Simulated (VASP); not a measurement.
Here is a VASP 6.6.1 calculation.

File POSCAR:

```
Rh
1.0
    0.0000000000      1.9008071574      1.9008071574
    1.9008071574      0.0000000000      1.9008071574
    1.9008071574      1.9008071574      0.0000000000
Rh
1
Direct
    0.0000000000      0.0000000000      0.0000000000
```

Contents of INCAR.step1:

```
SYSTEM = Rh
PREC = Accurate ; ENCUT = 680
ISMEAR = -1 ; SIGMA = 0.2
LREAL = .False. ; LASPH = .True.
NELM = 120 ; NBANDS = 14
GGA = PE ; ALGO = Normal
EDIFF = 1E-5 ; LWAVE = .True.
LCHARG = .False. ; GGA_COMPAT = .False.
```

The input INCAR.step2:

```
SYSTEM = Rh
PREC = Accurate ; ENCUT = 680
EDIFF = 1E-6 ; ISMEAR = -1
SIGMA = 0.2 ; LREAL = .False.
LASPH = .True. ; NELM = 120
ALGO = Normal ; ISIF = 2
LWAVE = .False. ; LCHARG = .False.
METAGGA = R2SCAN ; LMIXTAU = .True.
NBANDS = 14 ; ISTART = 1
GGA_COMPAT = .False.
```

Contents of KPOINTS:

```
Automatic mesh
0
Gamma
  14 14 14
  0 0 0
```

Potentials or basis: VASP PAW PBE potentials, release 64 (Rh_sv_GW).

Run with:

```sh
$ cat potpaw_PBE.64/Rh_sv_GW/POTCAR > POTCAR
$ cp INCAR.step1 INCAR
$ mpirun -np 1 vasp_std > vasp.out
$ cp INCAR.step2 INCAR
$ mpirun -np 1 vasp_std > vasp.out
```

(1) Estimate the band gap on the k mesh.

(2) Predict the pressure.

Results:

(1) zero (an odd number of electrons rules out a gap without spin polarisation).

(2) 1.4 GPa.

Caveat: the PAW data sets were made with another functional, which shifts forces and pressure a little.
